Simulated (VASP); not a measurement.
# MgB2: single point with PBE

MgB2:

```
CELL_PARAMETERS angstrom
3.08500 0.00000 0.00000
-1.54250 2.67169 0.00000
0.00000 0.00000 3.55823
ATOMIC_POSITIONS crystal
Mg 0.00000 0.00000 0.00000
B 0.33333 0.66667 0.50000
B 0.66667 0.33333 0.50000
```

This cell differs from its parent crystal: zz strain of +1 %.

| Item | Value |
| --- | --- |
| Program | VASP 6.6.1 |
| Task | single point |
| Functional | PBE |
| Potentials or basis | VASP PAW PBE potentials, release 64 (Mg, B) |
| Cutoff | 520 eV |
| k mesh | 12 × 12 × 9 |
| Occupations | fermi-dirac, width 0.05 eV |
| Spin | no spin polarisation |

```yaml
Pressure: -2.3 GPa
Band_gap_on_the_k_mesh: zero (band 4 reaches 6.93 eV, above the bottom of band 5 at 3.31 eV)
```

Stress tensor (GPa, compression positive):
```
-1.72  0.00  0.00
 0.00 -1.72  0.00
 0.00  0.00 -3.60
```

Levels at points of the mesh, in eV from the Fermi level:
```csv
k point,band 2,band 3,band 4,band 5,band 6,band 7
"(0.00, 0.00, 0.00)",-2.98,0.43,0.43,1.51,6.39,6.39
"(0.50, 0.00, 0.00)",-7.74,-2.09,0.20,3.04,3.96,5.19
```

It took 22 s on 1 thread of Intel(R) Xeon(R) Platinum 8375C CPU @ 2.90GHz (Ice Lake) (shared host), peak memory 0.16 GiB.

Caveat: the cell differs from its parent crystal (zz strain of +1 %).
